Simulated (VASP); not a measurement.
# CoPdO2 (R-3m) in VASP: single point with PBEsol

Aim: the single point of CoPdO2 with PBEsol.

Everything below comes from runs of VASP 6.6.1. Logs are shortened: lines on timing, memory, paths and dates and some standing lists are left out, and cuts for length are marked.

## (1) The cell of the first run

Symmetry: R-3m, No. 166, trigonal system. Conventional cell: a = 2.863 Å, b = 2.863 Å, c = 17.873 Å, α = 90.00°, β = 90.00°, γ = 120.00°. Within 2.5 Å of Co (site symmetry -3m) lie 6 O at 1.92 Å. Within 2.7 Å of Pd (site symmetry -3m) lie 2 O at 2.01 Å. Within 2.6 Å of O (site symmetry 3m) lie 3 Co at 1.92 Å and 1 Pd at 2.01 Å and 3 O at 2.55 Å.

## (2) Single point, PBEsol, collinear spin, ferromagnetic start

INCAR

```
ALGO = Normal ; EDIFF = 1E-6
ENCUT = 600 ; GGA = PS
GGA_COMPAT = False ; ISIF = 2
ISMEAR = -1 ; ISPIN = 2
LASPH = True ; LCHARG = False
LMAXMIX = 4 ; LORBIT = 11
LREAL = False ; LWAVE = False
MAGMOM = 3.2 0 0 0 ; NBANDS = 28
NELM = 200 ; PREC = Accurate
SIGMA = 0.1
```

KPOINTS

```
k-points
0
Gamma
  8 8 8
```

POSCAR

```
CoPdO2
1.0
    6.1828810000      0.0000000000      0.0000000000
    5.5198452358      2.7855566827      0.0000000000
    5.5198452358      1.3138683649      2.4562320641
Co Pd O
1 1 2
Direct
    0.5000000000      0.5000000000      0.5000000000
    0.0000000000      0.0000000000      0.0000000000
    0.8875240000      0.8875240000      0.8875240000
    0.1124760000      0.1124760000      0.1124760000
```

Potentials or basis: VASP PAW PBE potentials, release 64 (Co, Pd, O).

Run with:

```console
> cat potpaw_PBE.64/Co/POTCAR potpaw_PBE.64/Pd/POTCAR potpaw_PBE.64/O/POTCAR > POTCAR
> mpirun -np 1 vasp_std > vasp.out
```

OUTCAR:

```text
EDIFF = 1E-6
   ENCUT = 600
   GGA = PS
   ISIF = 2
   ISMEAR = -1
   ISPIN = 2
   LASPH = True
   LORBIT = 11
   LREAL = False
   NELM = 200
   PREC = Accurate

 ion  position               nearest neighbor table
   1  0.500  0.500  0.500-   4 1.92   3 1.92   3 1.92   4 1.92   4 1.92   3 1.92
   2  0.000  0.000  0.000-   3 2.01   4 2.01
   3  0.888  0.888  0.888-   1 1.92   1 1.92   1 1.92   2 2.01
   4  0.112  0.112  0.112-   1 1.92   1 1.92   1 1.92   2 2.01

  LATTYP: Found a trigonal (rhomboedric) cell.
 ALAT       =     6.1828810000
 COS(alpha) =     0.8927626516

  Lattice vectors:

 A1 = (   6.1828810000,   0.0000000000,   0.0000000000)
 A2 = (   5.5198452358,   2.7855566827,   0.0000000000)
 A3 = (   5.5198452358,   1.3138683649,   2.4562320641)

Analysis of symmetry for initial positions (statically):
=====================================================================
 Subroutine PRICEL returns:
 Original cell was already a primitive cell.

 Routine SETGRP: Setting up the symmetry group for a
 trigonal (rhombohedral) supercell.

 Subroutine GETGRP returns: Found 12 space group operations
 (whereof 12 operations were pure point group operations)
 out of a pool of 12 trial point group operations.

The static configuration has the point symmetry D_3d.

Analysis of symmetry for dynamics (positions and initial velocities):
=====================================================================
 Subroutine PRICEL returns:
 Original cell was already a primitive cell.

 Routine SETGRP: Setting up the symmetry group for a
 trigonal (rhombohedral) supercell.

 Subroutine GETGRP returns: Found 12 space group operations
 (whereof 12 operations were pure point group operations)
 out of a pool of 12 trial point group operations.

The dynamic configuration has the point symmetry D_3d.

Analysis of structural, dynamic, and magnetic symmetry:
=====================================================================
 Subroutine PRICEL returns:
 Original cell was already a primitive cell.

 Routine SETGRP: Setting up the symmetry group for a
 trigonal (rhombohedral) supercell.

 Subroutine GETGRP returns: Found 12 space group operations
 (whereof 12 operations were pure point group operations)
 out of a pool of 12 trial point group operations.

The overall configuration has the point symmetry D_3d.

 Subroutine INISYM returns: Found 12 space group operations
 (whereof 12 operations are pure point group operations),
 and found     1 'primitive' translations

----------------------------------------------------------------------------------------

                                     Primitive cell

  volume of cell :      42.3031

  direct lattice vectors                    reciprocal lattice vectors
     6.182881000  0.000000000  0.000000000     0.161736899 -0.320497033 -0.192030609
     5.519845236  2.785556683  0.000000000     0.000000000  0.358994669 -0.192030609
     5.519845236  1.313868365  2.456232064     0.000000000  0.000000000  0.407127655

  length of vectors
     6.182881000  6.182881000  6.182881000     0.407127655  0.407127655  0.407127655

  position of ions in fractional coordinates (direct lattice)
     0.500000000  0.500000000  0.500000000
     0.000000000  0.000000000  0.000000000
     0.887524000  0.887524000  0.887524000
     0.112476000  0.112476000  0.112476000

  ion indices of the primitive-cell ions
   primitive index   ion index
                 1           1
                 2           2
                 3           3
                 4           4

----------------------------------------------------------------------------------------

 KPOINTS: k-points

Automatic generation of k-mesh.
 Grid dimensions read from file:
 generate k-points for:    8    8    8

 Generating k-lattice:

  Cartesian coordinates                     Fractional coordinates (reciprocal lattice)
     0.020217112 -0.040062129 -0.024003826     0.125000000 -0.000000000  0.000000000
     0.000000000  0.044874334 -0.024003826     0.000000000  0.125000000  0.000000000
     0.000000000  0.000000000  0.050890957     0.000000000  0.000000000  0.125000000

  Length of vectors
     0.050890957  0.050890957  0.050890957

  Shift w.r.t. Gamma in fractional coordinates (k-lattice)
     0.000000000  0.000000000  0.000000000

 Subroutine IBZKPT returns following result:
 ===========================================

 Found     65 irreducible k-points:

 Following reciprocal coordinates:
            Coordinates               Weight
  0.000000  0.000000  0.000000      1.000000
  0.125000  0.000000  0.000000      6.000000
  0.250000  0.000000  0.000000      6.000000
  0.375000  0.000000  0.000000      6.000000
  0.500000  0.000000  0.000000      3.000000
  0.125000  0.125000  0.000000      6.000000
[... 16 lines left out ...]
  0.250000  0.125000  0.125000      6.000000
  0.375000  0.125000  0.125000      6.000000
 [... further k-points ...]
   k-points           NKPTS =     65   k-points in BZ     NKDIM =     65   number of bands    NBANDS=     28
   number of dos      NEDOS =    301   number of ions     NIONS =      4
   total plane-waves  NPLWV = 125000
   dimension x,y,z NGX =    50 NGY =   50 NGZ =   50
   dimension x,y,z NGXF=   100 NGYF=  100 NGZF=  100
   ions per type =               1   1   2
   NGX,Y,Z   is equivalent  to a cutoff of  13.44, 13.44, 13.44 a.u.
   NGXF,Y,Z  is equivalent  to a cutoff of  26.89, 26.89, 26.89 a.u.
 SYSTEM =  unknown system
   PREC   = accura    normal or accurate (medium, high low for compatibility)
   ISTART =      0    job   : 0-new  1-cont  2-samecut
   ICHARG =      2    charge: 1-file 2-atom 10-const
   ISPIN  =      2    spin polarized calculation?
   LNONCOLLINEAR =      F non collinear calculations
   LSORBIT =      F    spin-orbit coupling
   LASPH  =      T    aspherical Exc in radial PAW
   ENCUT  =  600.0 eV  44.10 Ry    6.64 a.u.  12.35 12.35 12.35*2*pi/ulx,y,z
   NELM   =    200;   NELMIN=  2; NELMDL= -5     # of ELM steps
   EDIFF  = 0.1E-05   stopping-criterion for ELM
   LREAL  =      F    real-space projection
   EDIFFG = 0.1E-04   stopping-criterion for IOM
   NSW    =      0    number of steps for IOM
   IBRION =     -1    ionic relax: 0-MD 1-quasi-New 2-CG
   NFREE  =      0    steps in history (QN), initial steepest desc. (CG)
   ISIF   =      2    stress and relaxation
   ISYM   =      2    0-nonsym 1-usesym 2-fastsym
   POTIM  = 0.5000    time-step for ionic-motion
   TEBEG  =    0.0;   TEEND  =   0.0 temperature during run
   PSTRESS=    0.0 pullay stress
   NELECT =      31.0000    total number of electrons
   NUPDOWN=      -1.0000    fix difference up-down
   EMIN   =  10.00;   EMAX   =-10.00  energy-range for DOS
   EFERMI =   0.00;   METHOD = LEGACY
   ISMEAR =    -1;   SIGMA  =   0.10  broadening in eV -4-tet -1-fermi 0-gaus
   EFERMI_NEDOS =   21; number of points for ismear=-14 and -15
   IALGO  =     38    algorithm
   IMIX   =      4    mixing-type and parameters
     AMIX     =   0.40;   BMIX     =  1.00
     AMIX_MAG =   1.60;   BMIX_MAG =  1.00
  volume/ion in A,a.u.               =      10.58        71.37
  Fermi-wavevector in a.u.,A,eV,Ry     =   1.475949  2.789139 29.639271  2.178425
  Thomas-Fermi vector in A             =   2.590535
   LORBIT       =     11    0 simple, 1 ext, 2 COOP (PROOUT), +10 PAW based schemes
   GGA     = PS    functional components
   LHFCALC =     F    Hartree Fock is set to
   AEXX    =    0.0000 exact exchange contribution
   IVDW    =     0    specifies the selected vdW correction
   LEPSILON=     F    determine dielectric tensor
   LRPA    =     F    only Hartree local field effects (RPA)
 spin polarized calculation
  energy-cutoff  :      600.00
  volume of cell :       42.30
 maximum number of plane-waves:      1436
 NGX is ok and might be reduce to    50
   NGX = 25   NGY = 25   NGZ = 25

 number of electron      30.9999999 magnetization      -0.0422958

 number of electron      30.9999999 magnetization       0.0001932

 Free energy of the ion-electron system (eV)
  ---------------------------------------------------
  ext. energy  EPLUGINS =         0.00000000
  ---------------------------------------------------
  free energy    TOTEN  =       -27.69721396 eV

  energy without entropy =      -27.64449925  energy(sigma->0) =      -27.67085660

 E-fermi :   7.2183     XC(G=0): -12.5781

 val. band max:        7.1275664027   @ k =  -0.3750   0.2500   0.2500
 cond. band min:       7.4001661155   @ k =   0.5000   0.5000   0.0000
 fundamental gap:      0.2725997129
 Fermi energy:         7.2182750784

 spin component 1

 k-point     1 :       0.0000    0.0000    0.0000
  band No.  band energies     occupation
      1     -13.4213      1.00000
      2     -11.5682      1.00000
      3      -1.1136      1.00000
      4       1.3243      1.00000
      5       1.3243      1.00000
      6       2.3656      1.00000
[... 19 lines left out ...]
     26      26.1910      0.00000
     27      28.5849      0.00000
[... 667 lines left out ...]
      5       1.6828      1.00000
      6       1.8528      1.00000
[... 19 lines left out ...]
     26      25.2157      0.00000
     27      26.4273      0.00000

 [... further k-points ...]

 spin component 2

 k-point     1 :       0.0000    0.0000    0.0000
  band No.  band energies     occupation
      1     -13.4213      1.00000
      2     -11.5682      1.00000
      3      -1.1135      1.00000
      4       1.3243      1.00000
      5       1.3243      1.00000
      6       2.3657      1.00000
[... 19 lines left out ...]
     26      26.1910      0.00000
     27      28.5850      0.00000
[... 667 lines left out ...]
      5       1.6828      1.00000
      6       1.8528      1.00000
[... 19 lines left out ...]
     26      25.2158      0.00000
     27      26.4274      0.00000

 [... further k-points ...]

 [bands above 27 left out]

------------------------ aborting loop because EDIFF is reached ----------------------------------------

  FORCE on cell =-STRESS in cart. coord.  units (eV):
  Direction    XX          YY          ZZ          XY          YZ          ZX
  --------------------------------------------------------------------------------------
  -------------------------------------------------------------------------------------
  Total       -2.9539553     -2.6156869     -2.6026642     -0.0853526     -0.0121727     -0.0511403
  in kB     -111.8773608    -99.0658681    -98.5726503     -3.2326214     -0.4610269     -1.9368736
  external PRESSURE =    -103.1719597 kB  Pullay stress =       0.0000000 kB

 VOLUME and BASIS-vectors are now :
 -----------------------------------------------------------------------------
  energy-cutoff  :      600.00
  volume of cell :       42.30
      direct lattice vectors                 reciprocal lattice vectors
     6.182881000  0.000000000  0.000000000     0.161736899 -0.320497033 -0.192030609
     5.519845236  2.785556683  0.000000000     0.000000000  0.358994669 -0.192030609
     5.519845236  1.313868365  2.456232064     0.000000000  0.000000000  0.407127655

 POSITION                                       TOTAL-FORCE (eV/Angst)
 -----------------------------------------------------------------------------------
      8.61129      2.04971      1.22812         0.000000     -0.000000     -0.000000
      0.00000      0.00000      0.00000         0.000000      0.000000     -0.000000
     15.28545      3.63834      2.17996        -0.219351     -0.052211     -0.031283
      1.93713      0.46109      0.27627         0.219351      0.052211      0.031283
 -----------------------------------------------------------------------------------
    total drift:                               -0.000000      0.000000     -0.000000

  FREE ENERGIE OF THE ION-ELECTRON SYSTEM (eV)
  ---------------------------------------------------
  free  energy   TOTEN  =       -27.6972139554 eV

  energy  without entropy=      -27.6444992503  energy(sigma->0) =      -27.67085660

 total charge

# of ion       s       p       d       tot
------------------------------------------
    1        0.423   0.640   7.312   8.375
    2        0.457   0.450   8.437   9.344
    3        1.551   3.406   0.000   4.957
    4        1.551   3.406   0.000   4.957
--------------------------------------------------
tot          3.981   7.902  15.750  27.633

 magnetization (x)

# of ion       s       p       d       tot
------------------------------------------
    1        0.000   0.000   0.000   0.000
    2        0.000   0.000   0.000   0.000
    3       -0.000   0.000   0.000   0.000
    4       -0.000   0.000   0.000   0.000
--------------------------------------------------
tot          0.000   0.000   0.000   0.000
```

Wall time 12 min (1 thread of Oxide Virtual Turin-like, shared host); peak memory 0.5 GiB.

Results:

```yaml
Free_energy: -27.6972 eV
Pressure: -10.3 GPa
Largest_force: 0.228 eV/Å
Net_moment: 0.00 μB per cell
Valence_electrons_inside_the_program's_atomic_spheres: Co 8.38; Pd 9.34; O 4.96
```

Forces in eV/Å, atoms in the order of the input:
```
Co   0.000  0.000  0.000
Pd   0.000  0.000  0.000
O   -0.219 -0.052 -0.031
O    0.219  0.052  0.031
```

Levels at points of the mesh, in eV from the Fermi level:
Spin up:
```csv
k point,band 13,band 14,band 15,band 16,band 17,band 18,band 19,band 20
"(0.00, 0.00, 0.00)",-1.53,-1.32,-1.32,-0.85,2.08,2.08,2.90,6.36
"(0.50, 0.00, 0.00)",-0.86,-0.61,-0.22,0.87,1.29,1.65,3.52,8.17
"(0.50, 0.50, 0.00)",-0.86,-0.68,-0.22,0.18,1.96,2.08,3.55,8.92
"(0.50, 0.50, 0.50)",-1.44,-0.63,-0.63,-0.39,1.78,1.78,4.13,5.19
```
Spin down:
```tsv
k point	band 14	band 15	band 16	band 17	band 18	band 19
(0.00, 0.00, 0.00)	-1.32	-1.32	-0.85	2.08	2.08	2.90
(0.50, 0.00, 0.00)	-0.61	-0.22	0.87	1.29	1.65	3.52
(0.50, 0.50, 0.00)	-0.68	-0.22	0.18	1.96	2.08	3.55
(0.50, 0.50, 0.50)	-0.63	-0.63	-0.39	1.78	1.78	4.13
```

Caveat: the cell stands under tension; the moments typed at the start vanished in this run; the PAW data sets were made with another functional, which shifts forces and pressure a little; semilocal functionals often make such compounds metallic where correlation or magnetic order opens a gap, which also shifts bond lengths.
